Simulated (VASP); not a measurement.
# Mn (Fd-3m) in VASP: notebook, part 2 of 2

VASP 6.6.1.

## (3) Single point, r2SCAN, collinear spin, antiferromagnetic start (22.89 Å³/atom)

This run uses another cell than the first one, of 22.89 Å³/atom.

File POSCAR:

```
Mn
1.0
    0.0000000000      2.8392061566      2.8392061566
    2.8392061566      0.0000000000      2.8392061566
    2.8392061566      2.8392061566      0.0000000000
Mn
2
Direct
    0.1250000000      0.1250000000      0.1250000000
    0.8750000000      0.8750000000      0.8750000000
```

File INCAR.step1:

```
SYSTEM = Mn
PREC = Accurate
ENCUT = 520
ISMEAR = -1
SIGMA = 0.05
LREAL = .FALSE.
LASPH = .TRUE.
NELM = 150
ISPIN = 2
MAGMOM = 3.544 -3.544
LMAXMIX = 4
NBANDS = 24
GGA = PE
ALGO = Normal
EDIFF = 1E-4
LWAVE = .TRUE.
LCHARG = .FALSE.
```

File INCAR.step2:

```
SYSTEM = Mn
PREC = Accurate
ENCUT = 520
EDIFF = 1E-7
ISMEAR = -1
SIGMA = 0.05
LREAL = .FALSE.
LASPH = .TRUE.
NELM = 150
ALGO = Normal
ISIF = 2
LWAVE = .FALSE.
LCHARG = .FALSE.
ISPIN = 2
MAGMOM = 3.544 -3.544
LORBIT = 11
LMAXMIX = 4
METAGGA = R2SCAN
LMIXTAU = .TRUE.
NBANDS = 24
ISTART = 1
```

File KPOINTS:

```
regular mesh
0
G
  11 11 11
  0 0 0
```

Potentials or basis: VASP PAW PBE potentials, release 64 (Mn_pv).

Run with:

```console
$ cat potpaw_PBE.64/Mn_pv/POTCAR > POTCAR
$ cp INCAR.step1 INCAR
$ mpirun -np 1 vasp_std > vasp.out
$ cp INCAR.step2 INCAR
$ mpirun -np 1 vasp_std > vasp.out
```

OUTCAR:

```text
SYSTEM = Mn
   PREC = Accurate
   ENCUT = 520
   EDIFF = 1E-7
   ISMEAR = -1
   LREAL = .FALSE.
   LASPH = .TRUE.
   NELM = 150
   ISIF = 2
   ISPIN = 2
   LORBIT = 11
   METAGGA = R2SCAN
   ISTART = 1

 ion  position               nearest neighbor table
   1  0.125  0.125  0.125-   2 2.46   2 2.46   2 2.46   2 2.46
   2  0.875  0.875  0.875-   1 2.46   1 2.46   1 2.46   1 2.46

  LATTYP: Found a face centered cubic cell.
 ALAT       =     5.6784123132

  Lattice vectors:

 A1 = (   0.0000000000,   2.8392061566,   2.8392061566)
 A2 = (   2.8392061566,   0.0000000000,   2.8392061566)
 A3 = (   2.8392061566,   2.8392061566,   0.0000000000)

Analysis of symmetry for initial positions (statically):
=====================================================================
 Subroutine PRICEL returns:
 Original cell was already a primitive cell.

 Routine SETGRP: Setting up the symmetry group for a
 face centered cubic supercell.

 Subroutine GETGRP returns: Found 48 space group operations
 (whereof 12 operations were pure point group operations)
 out of a pool of 48 trial point group operations.

The static configuration has the point symmetry D_3d.
 The point group associated with its full space group is O_h .

Analysis of symmetry for dynamics (positions and initial velocities):
=====================================================================
 Subroutine PRICEL returns:
 Original cell was already a primitive cell.

 Routine SETGRP: Setting up the symmetry group for a
 face centered cubic supercell.

 Subroutine GETGRP returns: Found 48 space group operations
 (whereof 12 operations were pure point group operations)
 out of a pool of 48 trial point group operations.

The dynamic configuration has the point symmetry D_3d.
 The point group associated with its full space group is O_h .

Analysis of structural, dynamic, and magnetic symmetry:
=====================================================================
 Subroutine PRICEL returns:
 Original cell was already a primitive cell.

 Routine SETGRP: Setting up the symmetry group for a
 face centered cubic supercell.

 Subroutine GETGRP returns: Found 48 space group operations
 (whereof 12 operations were pure point group operations)
 out of a pool of 48 trial point group operations.

The overall configuration has the point symmetry D_3d.
 The point group associated with its full space group is O_h .

 Subroutine INISYM returns: Found 48 space group operations
 (whereof 12 operations are pure point group operations),
 and found     1 'primitive' translations

----------------------------------------------------------------------------------------

                                     Primitive cell

  volume of cell :      45.7742

  direct lattice vectors                    reciprocal lattice vectors
     0.000000000  2.839206157  2.839206157    -0.176105563  0.176105563  0.176105563
     2.839206157  0.000000000  2.839206157     0.176105563 -0.176105563  0.176105563
     2.839206157  2.839206157  0.000000000     0.176105563  0.176105563 -0.176105563

  length of vectors
     4.015243853  4.015243853  4.015243853     0.305023783  0.305023783  0.305023783

  position of ions in fractional coordinates (direct lattice)
[... 72 lines left out ...]
   ICHARG =      0    charge: 1-file 2-atom 10-const
   ISPIN  =      2    spin polarized calculation?
   LNONCOLLINEAR =      F non collinear calculations
   LSORBIT =      F    spin-orbit coupling
   LASPH  =      T    aspherical Exc in radial PAW
   ENCUT  =  520.0 eV  38.22 Ry    6.18 a.u.   7.47  7.47  7.47*2*pi/ulx,y,z
   NELM   =    150;   NELMIN=  2; NELMDL=  0     # of ELM steps
   EDIFF  = 0.1E-06   stopping-criterion for ELM
   LREAL  =      F    real-space projection
   EDIFFG = 0.1E-05   stopping-criterion for IOM
   NSW    =      0    number of steps for IOM
   IBRION =     -1    ionic relax: 0-MD 1-quasi-New 2-CG
   NFREE  =      0    steps in history (QN), initial steepest desc. (CG)
   ISIF   =      2    stress and relaxation
   ISYM   =      2    0-nonsym 1-usesym 2-fastsym
   POTIM  = 0.5000    time-step for ionic-motion
   TEBEG  =    0.0;   TEEND  =   0.0 temperature during run
   PSTRESS=    0.0 pullay stress
   NELECT =      26.0000    total number of electrons
   NUPDOWN=      -1.0000    fix difference up-down
   EMIN   =  10.00;   EMAX   =-10.00  energy-range for DOS
   EFERMI =   0.00;   METHOD = LEGACY
   ISMEAR =    -1;   SIGMA  =   0.05  broadening in eV -4-tet -1-fermi 0-gaus
   EFERMI_NEDOS =   21; number of points for ismear=-14 and -15
   IALGO  =     38    algorithm
   IMIX   =      4    mixing-type and parameters
     AMIX     =   0.40;   BMIX     =  1.00
     AMIX_MAG =   1.60;   BMIX_MAG =  1.00
  volume/ion in A,a.u.               =      22.89       154.45
  Fermi-wavevector in a.u.,A,eV,Ry     =   1.355790  2.562071 25.009766  1.838166
  Thomas-Fermi vector in A             =   2.482848
   LORBIT       =     11    0 simple, 1 ext, 2 COOP (PROOUT), +10 PAW based schemes
   METAGGA = R2SCAN    functional components
   LHFCALC =     F    Hartree Fock is set to
   AEXX    =    0.0000 exact exchange contribution
   IVDW    =     0    specifies the selected vdW correction
   LEPSILON=     F    determine dielectric tensor
   LRPA    =     F    only Hartree local field effects (RPA)
 spin polarized calculation
  energy-cutoff  :      520.00
  volume of cell :       45.77
 maximum number of plane-waves:      1252
 NGX is ok and might be reduce to    30
   NGX = 15   NGY = 15   NGZ = 15

 number of electron      26.0000015 magnetization       0.0000000

 number of electron      26.0000015 magnetization      -0.0000000

 Free energy of the ion-electron system (eV)
  ---------------------------------------------------
  ext. energy  EPLUGINS =         0.00000000
  ---------------------------------------------------
  free energy    TOTEN  =       -27.13129628 eV

  energy without entropy =      -27.12012503  energy(sigma->0) =      -27.12571065

 E-fermi :   3.9233     XC(G=0): -10.4400

 val. band max:        3.9218603069   @ k =  -0.2727   0.2727   0.0000
 cond. band min:       3.9251112245   @ k =  -0.3636   0.2727   0.0000
 fundamental gap:      0.0032509176
 Fermi energy:         3.9233054070

 spin component 1

 k-point     1 :       0.0000    0.0000    0.0000
  band No.  band energies     occupation
      1     -49.1813      1.00000
      2     -49.1813      1.00000
      3     -49.1812      1.00000
      4     -43.9323      1.00000
      5     -43.9323      1.00000
      6     -43.9320      1.00000
[... 637 lines left out ...]
     23      16.1455      0.00000
     24      16.2442      0.00000

 [... further k-points ...]

 spin component 2

 k-point     1 :       0.0000    0.0000    0.0000
  band No.  band energies     occupation
      1     -49.1813      1.00000
      2     -49.1813      1.00000
      3     -49.1812      1.00000
      4     -43.9323      1.00000
      5     -43.9323      1.00000
      6     -43.9320      1.00000
[... 637 lines left out ...]
     23      16.1455      0.00000
     24      16.2442      0.00000

 [... further k-points ...]

------------------------ aborting loop because EDIFF is reached ----------------------------------------

  FORCE on cell =-STRESS in cart. coord.  units (eV):
  Direction    XX          YY          ZZ          XY          YZ          ZX
  --------------------------------------------------------------------------------------
  -------------------------------------------------------------------------------------
  Total       -0.4532225     -0.4532225     -0.4532225     -0.0000000     -0.0000000     -0.0000000
  in kB      -15.8635832    -15.8635832    -15.8635832     -0.0000000     -0.0000000     -0.0000000
  external PRESSURE =     -15.8635832 kB  Pullay stress =       0.0000000 kB

 VOLUME and BASIS-vectors are now :
 -----------------------------------------------------------------------------
  energy-cutoff  :      520.00
  volume of cell :       45.77
      direct lattice vectors                 reciprocal lattice vectors
     0.000000000  2.839206157  2.839206157    -0.176105563  0.176105563  0.176105563
     2.839206157  0.000000000  2.839206157     0.176105563 -0.176105563  0.176105563
     2.839206157  2.839206157  0.000000000     0.176105563  0.176105563 -0.176105563

 POSITION                                       TOTAL-FORCE (eV/Angst)
 -----------------------------------------------------------------------------------
      0.70980      0.70980      0.70980         0.000000      0.000000      0.000000
      4.96861      4.96861      4.96861        -0.000000     -0.000000     -0.000000
 -----------------------------------------------------------------------------------
    total drift:                               -0.000000      0.000000      0.000000

  FREE ENERGIE OF THE ION-ELECTRON SYSTEM (eV)
  ---------------------------------------------------
  free  energy   TOTEN  =       -27.1312962789 eV

  energy  without entropy=      -27.1201250289  energy(sigma->0) =      -27.12571065

 total charge

# of ion       s       p       d       tot
------------------------------------------
    1        0.458   6.178   4.897  11.534
    2        0.458   6.178   4.897  11.534
--------------------------------------------------
tot          0.917  12.356   9.795  23.067

 magnetization (x)

# of ion       s       p       d       tot
------------------------------------------
    1        0.117   0.018   3.736   3.871
    2       -0.117  -0.018  -3.736  -3.871
--------------------------------------------------
tot         -0.000   0.000   0.000  -0.000
```

Wall time 7.7 min (1 thread of Intel Xeon Platinum 8375C at 2.90GHz (Ice Lake), shared host); peak memory 0.25 GiB.

What came out:

```
Free energy                                           : -27.1313 eV
Pressure                                              : -1.6 GPa
Band gap on the k mesh                                : zero (filled and empty bands overlap)
Net moment                                            : 0.00 μB per cell
Site moments                                          : Mn +3.87, -3.87 μB
Valence electrons inside the program's atomic spheres : Mn 11.53
```

Levels at points of the mesh, in eV from the Fermi level:
Spin up:
| k point | band 10 | band 11 | band 12 | band 13 | band 14 | band 15 | band 16 | band 17 |
| --- | --- | --- | --- | --- | --- | --- | --- | --- |
| (0.00, 0.00, 0.00) | -3.97 | -3.89 | -3.89 | 0.35 | 0.35 | 0.35 | 1.66 | 1.66 |
Spin down:
```tsv
k point	band 9	band 10	band 11	band 12	band 13	band 14	band 15	band 16	band 17	band 18
(0.00, 0.00, 0.00)	-3.97	-3.97	-3.89	-3.89	0.35	0.35	0.35	1.66	1.66	9.59
```

Caveat: the antiferromagnetic order is the one typed at the start, and another may lie lower; the PAW data sets were made with another functional, which shifts forces and pressure a little.

## (4) Single point, r2SCAN, collinear spin, antiferromagnetic start (23.73 Å³/atom)

This run uses another cell than the first one, of 23.73 Å³/atom.

File POSCAR:

```
Mn
1.0
    0.0000000000      2.8738340347      2.8738340347
    2.8738340347      0.0000000000      2.8738340347
    2.8738340347      2.8738340347      0.0000000000
Mn
2
Direct
    0.1250000000      0.1250000000      0.1250000000
    0.8750000000      0.8750000000      0.8750000000
```

File INCAR.step1:

```
SYSTEM = Mn
PREC = Accurate
ENCUT = 520
ISMEAR = -1
SIGMA = 0.05
LREAL = .False.
LASPH = .True.
NELM = 150
ISPIN = 2
MAGMOM = 3.544 -3.544
LMAXMIX = 4
NBANDS = 24
GGA = PE
ALGO = Normal
EDIFF = 1E-4
LWAVE = .True.
LCHARG = .False.
```

File INCAR.step2:

```
SYSTEM = Mn
PREC = Accurate
ENCUT = 520
EDIFF = 1E-6
ISMEAR = -1
SIGMA = 0.05
LREAL = .False.
LASPH = .True.
NELM = 150
ALGO = Normal
ISIF = 2
LWAVE = .False.
LCHARG = .False.
ISPIN = 2
MAGMOM = 3.544 -3.544
LORBIT = 11
LMAXMIX = 4
METAGGA = R2SCAN
LMIXTAU = .True.
NBANDS = 24
ISTART = 1
```

File KPOINTS:

```
regular mesh
0
Gamma
  11 11 11
  0 0 0
```

Run with:

```console
$ cat potpaw_PBE.64/Mn_pv/POTCAR > POTCAR
$ cp INCAR.step1 INCAR
$ mpirun -np 1 vasp_std > vasp.out
$ cp INCAR.step2 INCAR
$ mpirun -np 1 vasp_std > vasp.out
```

Run time: 6.3 min. Hardware: 1 thread of Intel Xeon Platinum 8375C at 2.90GHz (Ice Lake), shared host; peak memory 0.25 GiB.

It converged, with:

```
Free energy                                           : -27.1111 eV
Pressure                                              : -2.2 GPa
Band gap on the k mesh                                : zero (filled and empty bands overlap)
Net moment                                            : 0.00 μB per cell
Site moments                                          : Mn +3.94, -3.94 μB
Valence electrons inside the program's atomic spheres : Mn 11.50
```

Levels at points of the mesh, in eV from the Fermi level:
Spin up:
```
           k point  band 9  band 10  band 11  band 12  band 13  band 14  band 15  band 16  band 17  band 18
(0.00, 0.00, 0.00)   -4.00    -4.00    -3.91    -3.91     0.38     0.38     0.38     1.64     1.64     9.24
```
Spin down:
```csv
k point,band 10,band 11,band 12,band 13,band 14,band 15,band 16,band 17
"(0.00, 0.00, 0.00)",-4.00,-3.91,-3.91,0.38,0.38,0.38,1.64,1.64
```

Caveat: the antiferromagnetic order is the one typed at the start, and another may lie lower; the PAW data sets were made with another functional, which shifts forces and pressure a little.

## (5) Summary

```tsv
cell	gap on the mesh (eV)	pressure (GPa)	moment (μB)
a = 3.965 Å, angles 60.0°, 2 atoms	none	-0.8	0.00
a = 4.015 Å, angles 60.0°, 2 atoms	none	-1.6	0.00
a = 4.064 Å, angles 60.0°, 2 atoms	none	-2.2	0.00
```

Alike in all rows: task single point; level r2SCAN; potentials or basis VASP PAW PBE potentials, release 64 (Mn_pv); spin collinear, antiferromagnetic start; k mesh 11 × 11 × 11; cutoff (eV) 520; smearing fermi-dirac 0.05 eV.

Caveats: the antiferromagnetic order is the one typed at the start, and another may lie lower; the PAW data sets were made with another functional, which shifts forces and pressure a little.

Total energies depend on the potentials used, so only differences within one code and one set of settings carry meaning.

The gap in the log of VASP goes by the Fermi energy; the results here count the filled bands.